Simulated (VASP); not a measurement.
# NaCl (Fm-3m) in VASP: further runs, part 2 of 2

VASP 6.6.1. The steps go on from the part before.

## (3) Single point, PBE-based screened hybrid

File POSCAR:

```
NaCl
1.0
    0.0000000000      2.7940632177      2.7940632177
    2.7940632177      0.0000000000      2.7940632177
    2.7940632177      2.7940632177      0.0000000000
Cl Na
1 1
Direct
    0.5000000000      0.5000000000      0.5000000000
    0.0000000000      0.0000000000      0.0000000000
```

File INCAR.step1:

```
ALGO = Normal
EDIFF = 1E-5
ENCUT = 520
GGA = PE
ISIF = 2
ISMEAR = -1
LASPH = True
LREAL = False
LWAVE = True
NBANDS = 14
NELM = 60
PREC = Accurate
SIGMA = 0.05
```

File INCAR.step2:

```
AEXX = 0.25
ALGO = Normal
EDIFF = 1E-6
ENCUT = 520
GGA = PE
HFSCREEN = 0.15
ISIF = 2
ISMEAR = -1
ISTART = 1
LASPH = True
LCHARG = True
LELF = True
LHFCALC = True
LREAL = False
LVHAR = True
LWAVE = False
NBANDS = 14
NELM = 60
PREC = Accurate
PRECFOCK = Normal
SIGMA = 0.05
```

File KPOINTS:

```
k-points
0
Gamma
  4 4 4
```

Potentials or basis: VASP PAW PBE potentials, release 64 (Cl, Na_pv).

The run is started by

```sh
$ cat potpaw_PBE.64/Cl/POTCAR potpaw_PBE.64/Na_pv/POTCAR > POTCAR
$ cp INCAR.step1 INCAR
$ mpirun -np 1 vasp_std > vasp.out
$ cp INCAR.step2 INCAR
$ mpirun -np 1 vasp_std > vasp.out
```

OUTCAR:

```text
AEXX = 0.25
   EDIFF = 1E-6
   ENCUT = 520
   GGA = PE
   HFSCREEN = 0.15
   ISIF = 2
   ISMEAR = -1
   ISTART = 1
   LASPH = True
   LHFCALC = True
   LREAL = False
   NELM = 60
   PREC = Accurate
   PRECFOCK = Normal

 ion  position               nearest neighbor table
   1  0.500  0.500  0.500-
   2  0.000  0.000  0.000-

  LATTYP: Found a face centered cubic cell.
 ALAT       =     5.5881264354

  Lattice vectors:

 A1 = (   0.0000000000,   2.7940632177,   2.7940632177)
 A2 = (   2.7940632177,   0.0000000000,   2.7940632177)
 A3 = (   2.7940632177,   2.7940632177,   0.0000000000)

Analysis of symmetry for initial positions (statically):
=====================================================================
 Subroutine PRICEL returns:
 Original cell was already a primitive cell.

 Routine SETGRP: Setting up the symmetry group for a
 face centered cubic supercell.

 Subroutine GETGRP returns: Found 48 space group operations
 (whereof 48 operations were pure point group operations)
 out of a pool of 48 trial point group operations.

The static configuration has the point symmetry O_h .

[... 162 lines left out ...]
      3     -24.5110      2.00000
      4     -15.6031      2.00000
      5      -1.6684      2.00000
      6      -1.6684      2.00000
      7      -1.6684      2.00000
      8       5.1061      0.00000
      9      11.1821      0.00000
     10      11.1821      0.00000
     11      11.1821      0.00000
     12      13.5530      0.00000
     13      13.5530      0.00000
     14      14.8995      0.00000
[... 105 lines left out ...]
      1     -24.5258      2.00000
      2     -24.5258      2.00000
      3     -24.5216      2.00000
      4     -15.1305      2.00000
      5      -3.0050      2.00000
      6      -3.0049      2.00000
      7      -2.5072      2.00000
      8       8.9929      0.00000
      9       9.7443      0.00000
     10       9.7443      0.00000
     11      11.6071      0.00000
     12      16.1883      0.00000
     13      16.1884      0.00000
     14      16.8614      0.00000

------------------------ aborting loop because EDIFF is reached ----------------------------------------

  FORCE on cell =-STRESS in cart. coord.  units (eV):
  Direction    XX          YY          ZZ          XY          YZ          ZX
  --------------------------------------------------------------------------------------
  -------------------------------------------------------------------------------------
  Total        0.2624437      0.2624437      0.2624437     -0.0000000     -0.0000000     -0.0000000
  in kB        9.6384681      9.6384681      9.6384681     -0.0000000     -0.0000000     -0.0000000
  external PRESSURE =       9.6384681 kB  Pullay stress =       0.0000000 kB

 VOLUME and BASIS-vectors are now :
 -----------------------------------------------------------------------------
  energy-cutoff  :      520.00
  volume of cell :       43.63
      direct lattice vectors                 reciprocal lattice vectors
     0.000000000  2.794063218  2.794063218    -0.178950854  0.178950854  0.178950854
     2.794063218  0.000000000  2.794063218     0.178950854 -0.178950854  0.178950854
     2.794063218  2.794063218  0.000000000     0.178950854  0.178950854 -0.178950854

 POSITION                                       TOTAL-FORCE (eV/Angst)
 -----------------------------------------------------------------------------------
      2.79406      2.79406      2.79406         0.000000     -0.000000     -0.000000
      0.00000      0.00000      0.00000        -0.000000      0.000000      0.000000
 -----------------------------------------------------------------------------------
    total drift:                               -0.000002     -0.000003     -0.000002

  FREE ENERGIE OF THE ION-ELECTRON SYSTEM (eV)
  ---------------------------------------------------
  free  energy   TOTEN  =        -8.0027590086 eV

  energy  without entropy=       -8.0027590085  energy(sigma->0) =       -8.00275901
```

OUTCAR.step1:

```text
EDIFF = 1E-5
   ENCUT = 520
   GGA = PE
   ISIF = 2
   ISMEAR = -1
[... 338 lines left out ...]
 -----------------------------------------------------------------------------------
      2.79406      2.79406      2.79406        -0.000000      0.000000     -0.000000
      0.00000      0.00000      0.00000         0.000000      0.000000      0.000000
 -----------------------------------------------------------------------------------
    total drift:                               -0.000000      0.000000      0.000000

  FREE ENERGIE OF THE ION-ELECTRON SYSTEM (eV)
  ---------------------------------------------------
  free  energy   TOTEN  =        -6.7639030560 eV

  energy  without entropy=       -6.7639030559  energy(sigma->0) =       -6.76390306
```

OSZICAR.step1:

```text
N       E                     dE             d eps       ncg     rms          rms(c)
DAV:   1     0.105112844377E+03    0.10511E+03   -0.71565E+03   224   0.102E+03
DAV:   2     0.186878441528E+01   -0.10324E+03   -0.95778E+02   230   0.278E+02
DAV:   3    -0.681685384154E+01   -0.86856E+01   -0.86289E+01   296   0.761E+01
DAV:   4    -0.695478255847E+01   -0.13793E+00   -0.13785E+00   272   0.101E+01
DAV:   5    -0.695783328814E+01   -0.30507E-02   -0.30502E-02   280   0.157E+00    0.216E+00
DAV:   6    -0.676993771268E+01    0.18790E+00   -0.30909E-01   278   0.328E+00    0.162E+00
DAV:   7    -0.675842265641E+01    0.11515E-01   -0.82343E-02   292   0.166E+00    0.111E+00
DAV:   8    -0.676392822400E+01   -0.55056E-02   -0.95815E-03   260   0.858E-01    0.305E-01
DAV:   9    -0.676380217638E+01    0.12605E-03   -0.22483E-04   278   0.117E-01    0.155E-01
DAV:  10    -0.676391377793E+01   -0.11160E-03   -0.28989E-04   278   0.137E-01    0.698E-02
DAV:  11    -0.676390263018E+01    0.11148E-04   -0.21176E-05   260   0.436E-02    0.108E-02
DAV:  12    -0.676390305596E+01   -0.42578E-06   -0.16288E-06   190   0.126E-02
   1 F= -.67639031E+01 E0= -.67639031E+01  d E =-.365279E-10
```

Wall time 2.8 min (1 thread of AMD EPYC 7R13 (Zen 3), shared host); peak memory 0.23 GiB.

What came out:

```yaml
Free_energy: -8.0028 eV
Pressure: 1.0 GPa
Band_gap_on_the_k_mesh: 6.77 eV, direct
```

Caveat: the k points lie up to 0.49 Å⁻¹ apart; the PAW data sets were made with another functional, which shifts forces and pressure a little.

## (4) Single point, r2SCAN

POSCAR is that of step 3.

File INCAR.step1:

```
ALGO = Normal ; EDIFF = 1E-4
ENCUT = 520 ; GGA = PE
ISMEAR = -1 ; LASPH = T
LCHARG = F ; LREAL = F
LWAVE = T ; NBANDS = 14
NELM = 60 ; PREC = Accurate
SIGMA = 0.05
```

File INCAR.step2:

```
ALGO = Normal ; EDIFF = 1E-7
ENCUT = 520 ; ISIF = 2
ISMEAR = -1 ; ISTART = 1
LASPH = T ; LCHARG = F
LMIXTAU = T ; LREAL = F
LWAVE = F ; METAGGA = R2SCAN
NBANDS = 14 ; NELM = 60
PREC = Accurate ; SIGMA = 0.05
```

File KPOINTS:

```
k-points
0
Gamma
  8 8 8
```

The run is started by

```sh
$ cat potpaw_PBE.64/Cl/POTCAR potpaw_PBE.64/Na_pv/POTCAR > POTCAR
$ cp INCAR.step1 INCAR
$ mpirun -np 1 vasp_std > vasp.out
$ cp INCAR.step2 INCAR
$ mpirun -np 1 vasp_std > vasp.out
```

Run time: 64 s. Hardware: 1 thread of Intel Xeon 6975P-C, shared host; peak memory 0.17 GiB.

Results (log left out):

- Free energy: -13.7901 eV
- Pressure: 0.1 GPa
- Band gap on the k mesh: 6.04 eV, direct

Levels at points of the mesh, in eV from the valence-band top:
| k point | band 5 | band 6 | band 7 | band 8 | band 9 | band 10 |
| --- | --- | --- | --- | --- | --- | --- |
| (0.00, 0.00, 0.00) | 0.00 | 0.00 | 0.00 | 6.04 | 11.79 | 11.79 |
| (0.50, 0.00, 0.00) | -2.01 | -0.29 | -0.29 | 8.00 | 11.84 | 11.84 |
| (0.50, 0.50, 0.00) | -1.76 | -0.63 | -0.63 | 8.52 | 8.59 | 12.42 |

Caveat: the PAW data sets were made with another functional, which shifts forces and pressure a little. r2SCAN opens gaps a little over a GGA but as a rule still falls short of measured ones.

## (5) Relaxation of cell and atoms, revPBE

File INCAR:

```
PREC = Accurate ; ENCUT = 600
EDIFF = 1E-7 ; ISMEAR = -1
SIGMA = 0.05 ; LREAL = F
LASPH = T ; NELM = 80
ALGO = Normal ; ISIF = 3
LWAVE = F ; LCHARG = F
GGA = RE ; IBRION = 2
NSW = 60 ; EDIFFG = -0.01
```

File KPOINTS:

```
Automatic mesh
0
Gamma
  8 8 8
```

POSCAR is that of step 4.

The run is started by

```sh
$ cat potpaw_PBE.64/Cl/POTCAR potpaw_PBE.64/Na_pv/POTCAR > POTCAR
$ mpirun -np 1 vasp_std > vasp.out
```

Run time: 33 s. Hardware: 1 thread of Intel Xeon 6975P-C, shared host; peak memory 0.18 GiB.

It converged, with:

```
Free energy                            : -6.4578 eV
Relaxed volume                         : 24.75 Å³/atom
Relaxed cell                           : a = 4.121 Å, b = 4.121 Å, c = 4.121 Å, α = 60.00°, β = 60.00°, γ = 60.00°
Space group after relaxing (to 0.05 Å) : Fm-3m (No. 225)
Energy gained by relaxing              : 26.4 meV/atom
Ionic steps                            : 4
Pressure after relaxing                : 0.0 GPa
Band gap on the k mesh                 : 5.04 eV, direct
```

Step by step:
| step | energy change (eV) | largest force (eV/Å) | pressure (GPa) | volume (Å³) |
| --- | --- | --- | --- | --- |
| 1 | 0.0000 | 0.0000 | 3.27 | 43.63 |
| 2 | -0.0408 | 0.0000 | 1.39 | 46.50 |
| 3 | -0.0513 | 0.0000 | -0.41 | 50.51 |
| 4 | -0.0527 | 0.0000 | -0.03 | 49.50 |

Final structure:
```yaml
crystal:
  lattice:
    - [0.00000, 2.91432, 2.91432]
    - [2.91432, 0.00000, 2.91432]
    - [2.91432, 2.91432, 0.00000]
  atoms:
    - { symbol: Cl, position: [0.50000, 0.50000, 0.50000] }
    - { symbol: Na, position: [0.00000, 0.00000, 0.00000] }
```

Levels at points of the mesh, in eV from the valence-band top:
```csv
k point,band 5,band 6,band 7,band 8,band 9,band 10
"(0.00, 0.00, 0.00)",0.00,0.00,0.00,5.04,11.15,11.15
"(0.50, 0.00, 0.00)",-1.59,-0.21,-0.21,7.34,10.10,10.89
"(0.50, 0.50, 0.00)",-1.37,-0.49,-0.49,7.49,8.35,10.90
```

Caveat: the PAW data sets were made with another functional, which shifts forces and pressure a little. A k mesh can miss the band edges.

## (6) Relaxation of cell and atoms, BLYP

File INCAR:

```
  PREC = Accurate
  ENCUT = 600
  EDIFF = 1E-7
  ISMEAR = -1
  SIGMA = 0.05
  LREAL = False
  LASPH = True
  NELM = 100
  ALGO = Normal
  ISIF = 3
  LWAVE = False
  LCHARG = False
  GGA = B5
  ALDAX = 1.0
  AGGAX = 1.0
  AGGAC = 1.0
  ALDAC = 0.0
  IBRION = 2
  NSW = 60
  EDIFFG = -0.01
```

File KPOINTS:

```
regular mesh
0
Gamma
  8 8 8
```

POSCAR is that of step 5.

Potentials or basis: VASP PAW PBE potentials, release 64 (Cl, Na_pv).

The run is started by

```sh
$ cat potpaw_PBE.64/Cl/POTCAR potpaw_PBE.64/Na_pv/POTCAR > POTCAR
$ mpirun -np 1 vasp_std > vasp.out
```

It took 52 s on 1 thread of Intel Xeon 6975P-C, shared host; peak memory 0.18 GiB.

The run converged. Its results:

| Quantity | Value |
| --- | --- |
| Free energy | -6.3975 eV |
| Relaxed volume | 23.76 Å³/atom |
| Relaxed cell | a = 4.066 Å, b = 4.066 Å, c = 4.066 Å, α = 60.00°, β = 60.00°, γ = 60.00° |
| Space group after relaxing (to 0.05 Å) | Fm-3m (No. 225) |
| Energy gained by relaxing | 14.2 meV/atom |
| Ionic steps | 3 |
| Pressure after relaxing | 0.1 GPa |
| Band gap on the k mesh | 4.93 eV, direct |

The path:
```tsv
step	energy change (eV)	largest force (eV/Å)	pressure (GPa)	volume (Å³)
1	0.0000	0.0000	2.42	43.63
2	-0.0225	0.0000	1.01	45.74
3	-0.0284	0.0000	0.06	47.52
```

Final structure:
```
Cl Na
1.0
     0.00000    2.87495    2.87495
     2.87495    0.00000    2.87495
     2.87495    2.87495    0.00000
Cl Na
1 1
Direct
  0.50000 0.50000 0.50000
  0.00000 0.00000 0.00000
```

Levels at points of the mesh, in eV from the valence-band top:
```tsv
k point	band 4	band 5	band 6	band 7	band 8	band 9	band 10	band 11
(0.00, 0.00, 0.00)	-12.51	0.00	0.00	0.00	4.93	11.07	11.07	11.07
(0.50, 0.00, 0.00)	-12.23	-1.75	-0.23	-0.23	7.25	10.17	10.80	10.80
(0.50, 0.50, 0.00)	-12.18	-1.49	-0.54	-0.54	7.29	8.24	11.03	14.24
```

Caveat: the PAW data sets were made with another functional, which shifts forces and pressure a little. A hybrid or GW would open this gap; BLYP tends to underestimate it.

## (7) Overview

```csv
task,level,cell,k mesh,cutoff (eV),grid for exact exchange (PRECFOCK),share of exact exchange,screening parameter,gap on the mesh (eV),pressure (GPa),relaxed volume (Å³/atom)
single point,PBE-based screened hybrid,as given,4 × 4 × 4,520,Normal,0.25,0.1 1/Å,6.96,0.9,-
single point,PBE-based screened hybrid,as given,4 × 4 × 4,520,Normal,0.25,0.15 1/Å,6.77,1.0,-
single point,r2SCAN,as given,8 × 8 × 8,520,-,-,-,6.04,0.1,-
relaxation of cell and atoms,revPBE,relaxed,8 × 8 × 8,600,-,-,-,5.04,0.0,24.75
relaxation of cell and atoms,BLYP,relaxed,8 × 8 × 8,600,-,-,-,4.93,0.1,23.76
```

Alike in all rows: potentials or basis VASP PAW PBE potentials, release 64 (Cl, Na_pv); no spin polarisation; smearing fermi-dirac 0.05 eV.

Caveats: some runs use coarse meshes; the PAW data sets were made with another functional, which shifts forces and pressure a little.

Total energies depend on the potentials used, so only differences within one code and one set of settings carry meaning.
